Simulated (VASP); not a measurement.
The system is Au3ClO.

```
Au Cl O
1.0
     4.04428    0.00000    0.00000
     0.00000    4.04428    0.00000
     0.00000    0.00000    4.04428
Au Cl O
3 1 1
Cartesian
  0.0000 2.0221 2.0221
  2.0221 0.0000 2.0221
  2.0221 2.0221 0.0000
  0.0000 0.0000 0.0000
  2.0221 2.0221 2.0221
```

| Quantity | Value |
| --- | --- |
| Program | VASP 6.6.1 |
| Task | relaxation of cell and atoms |
| Functional | PBE |
| Potentials or basis | VASP PAW PBE potentials, release 64 (Au, Cl, O) |
| Cutoff | 600 eV |
| k mesh | 6 × 6 × 6 |
| Occupations | gaussian, width 0.1 eV |
| Spin | no spin polarisation |

At the start: pressure 69.1 GPa; volume 13.23 Å³/atom.

Task: Where does the relaxation end?

Result: Over 5 steps the energy falls by 844.5 meV/atom and the volume is 18.82 Å³/atom (+42.2 %); space group Pm-3m (No. 221, to 0.05 Å).

Step by step:
```tsv
step	energy change (eV)	largest force (eV/Å)	pressure (GPa)	volume (Å³)
1	0.0000	0.0000	69.13	66.15
2	-1.9092	0.0000	-12.16	137.23
3	-4.2172	0.0000	-1.14	95.54
4	-4.2212	0.0000	-0.54	94.77
5	-4.2224	0.0000	0.01	94.10
```

Final structure:
```xyz
5
Lattice="4.5484 0.0000 0.0000 0.0000 4.5484 0.0000 0.0000 0.0000 4.5484" Properties=species:S:1:pos:R:3 pbc="T T T"
Au    0.0000    2.2742    2.2742
Au    2.2742    0.0000    2.2742
Au    2.2742    2.2742    0.0000
Cl    0.0000    0.0000    0.0000
O     2.2742    2.2742    2.2742
```

Caveat: the volume moved by over 15 % at a fixed basis, so the end points are rough.
